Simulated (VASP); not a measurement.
# MgCd3Se4 (I-42m) in VASP: a series of runs

Runs on MgCd3Se4. Level: PBE. Tasks: relaxation of shape and atoms at fixed volume, relaxation of cell and atoms.

Program: VASP 6.6.1. These are calculated values, not measurements. Logs are shortened: lines on timing, memory, paths and dates and some standing lists are left out, and cuts for length are marked.

## Step 1: The cell of the first run

It takes space group I-42m (No. 121, tetragonal). The conventional cell has a = 6.019 Å, b = 6.019 Å, c = 12.035 Å, α = 90.00°, β = 90.00°, γ = 90.00°. Mg (site symmetry -42m) has 4 Se at 2.54 Å within 3.4 Å. Within 3.5 Å of Cd (site symmetry -4) lie 4 Se at 2.63 Å. Within 3.5 Å of Cd (site symmetry -42m) lie 4 Se at 2.63 Å. Within 3.4 Å of Se (site symmetry m) lie 1 Mg at 2.54 Å and 3 Cd at 2.63 Å.

## Step 2: Relaxation of shape and atoms at fixed volume, PBE (27.25 Å³/atom)

Contents of INCAR:

```
SYSTEM = MgCd3Se4
  PREC = Accurate
  ENCUT = 600
  EDIFF = 1E-7
  ISMEAR = 0
  SIGMA = 0.02
  LREAL = .FALSE.
  LASPH = .TRUE.
  NELM = 120
  ALGO = Normal
  ISIF = 4
  LWAVE = .FALSE.
  LCHARG = .FALSE.
  GGA = PE
  IBRION = 2
  NSW = 50
  EDIFFG = -0.01
  GGA_COMPAT = .FALSE.
  NELMIN = 4
```

Contents of KPOINTS:

```
regular mesh
0
G
  6 6 6
  0 0 0
```

Contents of POSCAR:

```
MgCd3Se4
1.0
   -3.0096319569      3.0096319569      6.0173921341
    3.0096319569     -3.0096319569      6.0173921341
    3.0096319569      3.0096319569     -6.0173921341
Mg Cd Se
1 3 4
Direct
    0.0000000000      0.0000000000      0.0000000000
    0.2500000000      0.7500000000      0.5000000000
    0.7500000000      0.2500000000      0.5000000000
    0.5000000000      0.5000000000      0.0000000000
    0.8783438223      0.3659796634      0.0000000000
    0.3659796634      0.8783438223      0.0000000000
    0.1216561777      0.1216561777      0.4876358411
    0.6340203366      0.6340203366      0.5123641589
```

Potentials or basis: VASP PAW PBE potentials, release 64 (Mg, Cd, Se).

The run is started by

```console
$ cat potpaw_PBE.64/Mg/POTCAR potpaw_PBE.64/Cd/POTCAR potpaw_PBE.64/Se/POTCAR > POTCAR
$ mpirun -np 1 vasp_std > vasp.out
```

OUTCAR:

```text
SYSTEM = MgCd3Se4
   PREC = Accurate
   ENCUT = 600
   EDIFF = 1E-7
   ISMEAR = 0
   LREAL = .FALSE.
   LASPH = .TRUE.
   NELM = 120
   ISIF = 4
   GGA = PE
   IBRION = 2
   NSW = 50
   EDIFFG = -0.01
   NELMIN = 4

 ion  position               nearest neighbor table
   1  0.000  0.000  0.000-   5 2.54   6 2.54   8 2.54   7 2.54
   2  0.250  0.750  0.500-   7 2.63   6 2.63   5 2.63   8 2.63
   3  0.750  0.250  0.500-   7 2.63   5 2.63   6 2.63   8 2.63
   4  0.500  0.500  0.000-   8 2.63   7 2.63   6 2.63   5 2.63
   5  0.878  0.366  0.000-   1 2.54   2 2.63   3 2.63   4 2.63
   6  0.366  0.878  0.000-   1 2.54   3 2.63   2 2.63   4 2.63
   7  0.122  0.122  0.488-   1 2.54   2 2.63   3 2.63   4 2.63
   8  0.634  0.634  0.512-   1 2.54   2 2.63   3 2.63   4 2.63

  LATTYP: Found a body centered tetragonal cell.
 ALAT       =     6.0192639138
 C/A-ratio  =     1.9993780702

  Lattice vectors:

 A1 = (  -3.0096319569,   3.0096319569,   6.0173921341)
 A2 = (   3.0096319569,  -3.0096319569,   6.0173921341)
 A3 = (   3.0096319569,   3.0096319569,  -6.0173921341)

Analysis of symmetry for initial positions (statically):
=====================================================================
 Subroutine PRICEL returns:
 Original cell was already a primitive cell.

 Routine SETGRP: Setting up the symmetry group for a
 body centered tetragonal supercell.

 Subroutine GETGRP returns: Found  8 space group operations
 (whereof  8 operations were pure point group operations)
 out of a pool of 16 trial point group operations.

The static configuration has the point symmetry D_2d.

Analysis of symmetry for dynamics (positions and initial velocities):
=====================================================================
 Subroutine PRICEL returns:
 Original cell was already a primitive cell.

 Routine SETGRP: Setting up the symmetry group for a
 body centered tetragonal supercell.

 Subroutine GETGRP returns: Found  8 space group operations
 (whereof  8 operations were pure point group operations)
 out of a pool of 16 trial point group operations.

The dynamic configuration has the point symmetry D_2d.

 Subroutine INISYM returns: Found  8 space group operations
 (whereof  8 operations are pure point group operations),
 and found     1 'primitive' translations

----------------------------------------------------------------------------------------

                                     Primitive cell

  volume of cell :     218.0194

[... 104 lines left out ...]
   IBRION =      2    ionic relax: 0-MD 1-quasi-New 2-CG
   NFREE  =      1    steps in history (QN), initial steepest desc. (CG)
   ISIF   =      4    stress and relaxation
   ISYM   =      2    0-nonsym 1-usesym 2-fastsym
   POTIM  = 0.5000    time-step for ionic-motion
   TEBEG  =    0.0;   TEEND  =   0.0 temperature during run
   PSTRESS=    0.0 pullay stress
   NELECT =      62.0000    total number of electrons
   NUPDOWN=      -1.0000    fix difference up-down
   EMIN   =  10.00;   EMAX   =-10.00  energy-range for DOS
   EFERMI =   0.00;   METHOD = LEGACY
   ISMEAR =     0;   SIGMA  =   0.02  broadening in eV -4-tet -1-fermi 0-gaus
   EFERMI_NEDOS =   21; number of points for ismear=-14 and -15
   IALGO  =     38    algorithm
   IMIX   =      4    mixing-type and parameters
     AMIX     =   0.40;   BMIX     =  1.00
     AMIX_MAG =   1.60;   BMIX_MAG =  1.00
  volume/ion in A,a.u.               =      27.25       183.91
  Fermi-wavevector in a.u.,A,eV,Ry     =   1.076565  2.034413 15.769054  1.158993
  Thomas-Fermi vector in A             =   2.212453
   LORBIT       =      0    0 simple, 1 ext, 2 COOP (PROOUT), +10 PAW based schemes
   GGA     = PE    functional components
   LHFCALC =     F    Hartree Fock is set to
   AEXX    =    0.0000 exact exchange contribution
   IVDW    =     0    specifies the selected vdW correction
   LEPSILON=     F    determine dielectric tensor
   LRPA    =     F    only Hartree local field effects (RPA)
 conjugate gradient relaxation of ions
 non-spin polarized calculation
 Gauss-broadening in eV      SIGMA  =   0.02
  energy-cutoff  :      600.00
  volume of cell :      218.02
 maximum number of plane-waves:      7312
   NGX = 29   NGY = 29   NGZ = 29

--------------------------------------- Ionic step        1  -------------------------------------------

 number of electron      61.9999998 magnetization

 Free energy of the ion-electron system (eV)
  ---------------------------------------------------
  ext. energy  EPLUGINS =         0.00000000
  ---------------------------------------------------
  free energy    TOTEN  =       -23.85186965 eV

  energy without entropy =      -23.85186965  energy(sigma->0) =      -23.85186965

------------------------ aborting loop because EDIFF is reached ----------------------------------------

  FORCE on cell =-STRESS in cart. coord.  units (eV):
  Direction    XX          YY          ZZ          XY          YZ          ZX
  --------------------------------------------------------------------------------------
  -------------------------------------------------------------------------------------
  Total        4.6235256      4.6235256      4.6200075      0.0000000      0.0000000      0.0000000
  in kB       33.9772925     33.9772925     33.9514384      0.0000000      0.0000000      0.0000000
  external PRESSURE =      33.9686745 kB  Pullay stress =       0.0000000 kB
[... 71 lines left out ...]
--------------------------------------- Ionic step        3  -------------------------------------------

 number of electron      61.9999998 magnetization

 Free energy of the ion-electron system (eV)
  ---------------------------------------------------
  ext. energy  EPLUGINS =         0.00000000
  ---------------------------------------------------
  free energy    TOTEN  =       -23.85260303 eV

  energy without entropy =      -23.85260303  energy(sigma->0) =      -23.85260303

 E-fermi :   1.0786     XC(G=0):  -8.7874

 val. band max:        0.9571914259   @ k =   0.0000   0.0000   0.0000
 cond. band min:       2.1137333997   @ k =   0.0000   0.0000   0.0000
 fundamental gap:      1.1565419738
 Fermi energy:         1.0785710713

 k-point     1 :       0.0000    0.0000    0.0000
  band No.  band energies     occupation
      1     -11.4383      2.00000
      2     -10.8695      2.00000
      3     -10.8689      2.00000
      4     -10.8689      2.00000
      5      -6.7526      2.00000
      6      -6.7446      2.00000
[... 949 lines left out ...]
     36       5.0749      0.00000
     37       5.6359      0.00000

 [... further k-points ...]
[... 5 lines left out ...]
  --------------------------------------------------------------------------------------
  -------------------------------------------------------------------------------------
  Total        4.5982393      4.5982393      4.5934394      0.0000000     -0.0000000      0.0000000
  in kB       33.7914684     33.7914684     33.7561954      0.0000000     -0.0000000      0.0000000
  external PRESSURE =      33.7797107 kB  Pullay stress =       0.0000000 kB
[... 23 lines left out ...]
  FREE ENERGIE OF THE ION-ELECTRON SYSTEM (eV)
  ---------------------------------------------------
  free  energy   TOTEN  =       -23.8526030303 eV

  energy  without entropy=      -23.8526030303  energy(sigma->0) =      -23.85260303

 reached required accuracy - stopping structural energy minimisation
```

CONTCAR:

```text
MgCd3Se4
   1.00000000000000
    -3.0096862216427631    3.0096862216427631    6.0171751484951779
     3.0096862216427631   -3.0096862216427631    6.0171751484951779
     3.0096862216427631    3.0096862216427631   -6.0171751484951779
  Mg              Cd              Se
     1     3     4
Direct
     0.0000000000000000    0.0000000000000000    0.0000000000000000
     0.2500000000000000    0.7500000000000000    0.5000000000000000
     0.7500000000000000    0.2500000000000000    0.5000000000000000
     0.5000000000000000    0.5000000000000000    0.0000000000000000
     0.8786942387424037    0.3649786117585594    0.0000000000000000
     0.3649786117585594    0.8786942387424037    0.0000000000000000
     0.1213057612575963    0.1213057612575963    0.4862843730161628
     0.6350213882414406    0.6350213882414406    0.5137156269838372

  0.00000000E+00  0.00000000E+00  0.00000000E+00
  0.00000000E+00  0.00000000E+00  0.00000000E+00
  0.00000000E+00  0.00000000E+00  0.00000000E+00
  0.00000000E+00  0.00000000E+00  0.00000000E+00
  0.00000000E+00  0.00000000E+00  0.00000000E+00
  0.00000000E+00  0.00000000E+00  0.00000000E+00
  0.00000000E+00  0.00000000E+00  0.00000000E+00
  0.00000000E+00  0.00000000E+00  0.00000000E+00
```

Wall time 8.7 min (1 thread of AMD EPYC 9R45 (Zen 5), shared host); peak memory 0.68 GiB.

Results:

| Property | Result |
| --- | --- |
| Free energy | -23.8526 eV |
| Energy gained by relaxing | 0.1 meV/atom |
| Ionic steps | 3 |
| Pressure after relaxing | 3.4 GPa |
| Largest force after relaxing | 0.005 eV/Å |
| Band gap on the k mesh | 1.16 eV |

Forces on the atoms (eV/Å):
```
Mg   0.000  0.000  0.000
Cd   0.000  0.000  0.000
Cd   0.000  0.000  0.000
Cd   0.000  0.000  0.000
Se   0.001 -0.001  0.005
Se  -0.001  0.001  0.005
Se   0.001  0.001 -0.005
Se  -0.001 -0.001 -0.005
```

Step by step:
| step | energy change (eV) | largest force (eV/Å) | pressure (GPa) | volume (Å³) |
| --- | --- | --- | --- | --- |
| 1 | 0.0000 | 0.0566 | 3.40 | 218.02 |
| 2 | -0.0005 | 0.0331 | 3.39 | 218.02 |
| 3 | -0.0007 | 0.0048 | 3.38 | 218.02 |

Final structure:
```
Mg Cd Se
1.0
    -3.00969    3.00969    6.01718
     3.00969   -3.00969    6.01718
     3.00969    3.00969   -6.01718
Mg Cd Se
1 3 4
Direct
  0.00000 0.00000 0.00000
  0.25000 0.75000 0.50000
  0.75000 0.25000 0.50000
  0.50000 0.50000 0.00000
  0.87869 0.36498 0.00000
  0.36498 0.87869 0.00000
  0.12131 0.12131 0.48628
  0.63502 0.63502 0.51372
```

## Step 3: Relaxation of cell and atoms, PBE

This run uses another cell than the first one, of 28.99 Å³/atom.

Contents of INCAR:

```
SYSTEM = MgCd3Se4
  ALGO = Normal
  EDIFF = 1E-7
  EDIFFG = -0.001
  ENCUT = 600
  GGA = PE
  GGA_COMPAT = .False.
  IBRION = 2
  ISIF = 3
  ISMEAR = 0
  LASPH = .True.
  LCHARG = .False.
  LREAL = .False.
  LWAVE = .False.
  NELM = 120
  NELMIN = 4
  NSW = 80
  PREC = Accurate
  SIGMA = 0.01
```

Contents of KPOINTS:

```
k-points
0
Gamma
  6 6 6
  0 0 0
```

Contents of POSCAR:

```
MgCd3Se4
1.0
   -3.0723596378      3.0723596378      6.1427542005
    3.0723596378     -3.0723596378      6.1427542005
    3.0723596378      3.0723596378     -6.1427542005
Mg Cd Se
1 3 4
Direct
    0.0000000000      0.0000000000      0.0000000000
    0.2500000000      0.7500000000      0.5000000000
    0.7500000000      0.2500000000      0.5000000000
    0.5000000000      0.5000000000      0.0000000000
    0.8781716206      0.3664726272      0.0000000000
    0.3664726272      0.8781716206      0.0000000000
    0.1218283794      0.1218283794      0.4883010066
    0.6335273728      0.6335273728      0.5116989934
```

Potentials or basis: VASP PAW PBE potentials, release 64 (Mg, Cd, Se).

The run is started by

```console
$ cat potpaw_PBE.64/Mg/POTCAR potpaw_PBE.64/Cd/POTCAR potpaw_PBE.64/Se/POTCAR > POTCAR
$ mpirun -np 1 vasp_std > vasp.out
```

It took 30 min on 1 thread of Oxide Virtual Turin-like, shared host; peak memory 0.7 GiB.

It converged, with:

```yaml
Free_energy: -24.0011 eV
Relaxed_volume: 29.08 Å³/atom
Relaxed_cell: a = 7.532 Å, b = 7.532 Å, c = 7.532 Å, α = 131.80°, β = 131.80°, γ = 70.55°
Space_group_after_relaxing_to_0.1_Å: I-42m (No. 121)
Energy_gained_by_relaxing: 0.1 meV/atom
Ionic_steps: 6
Pressure_after_relaxing: 0.0 GPa
Band_gap_on_the_k_mesh: 0.98 eV
```

The path:
| step | energy change (eV) | largest force (eV/Å) | pressure (GPa) | volume (Å³) |
| --- | --- | --- | --- | --- |
| 1 | 0.0000 | 0.0303 | 0.15 | 231.94 |
| 2 | -0.0005 | 0.0169 | -0.03 | 232.84 |
| 3 | -0.0005 | 0.0178 | -0.02 | 232.78 |
| 4 | -0.0005 | 0.0110 | -0.01 | 232.73 |
| 5 | -0.0006 | 0.0010 | 0.00 | 232.66 |
| 6 | -0.0006 | 0.0006 | 0.00 | 232.66 |

Final structure:
```yaml
crystal:
  lattice:
    - [-3.07555, 3.07555, 6.14921]
    - [3.07555, -3.07555, 6.14921]
    - [3.07555, 3.07555, -6.14921]
  atoms:
    - { symbol: Mg, position: [0.00000, 0.00000, 0.00000] }
    - { symbol: Cd, position: [0.25000, 0.75000, 0.50000] }
    - { symbol: Cd, position: [0.75000, 0.25000, 0.50000] }
    - { symbol: Cd, position: [0.50000, 0.50000, 0.00000] }
    - { symbol: Se, position: [0.87838, 0.36593, 0.00000] }
    - { symbol: Se, position: [0.36593, 0.87838, 0.00000] }
    - { symbol: Se, position: [0.12162, 0.12162, 0.48755] }
    - { symbol: Se, position: [0.63407, 0.63407, 0.51245] }
```

Levels at points of the mesh, in eV from the valence-band top:
```
           k point  band 29  band 30  band 31  band 32  band 33  band 34
(0.00, 0.00, 0.00)    -0.01     0.00     0.00     0.98     3.34     3.76
(0.50, 0.00, 0.00)    -1.10    -0.70    -0.51     3.54     3.64     4.45
(0.50, 0.50, 0.00)    -0.58    -0.49    -0.43     2.50     2.81     3.85
(0.50, 0.50, 0.50)    -0.94    -0.73    -0.73     3.28     3.33     3.33
```
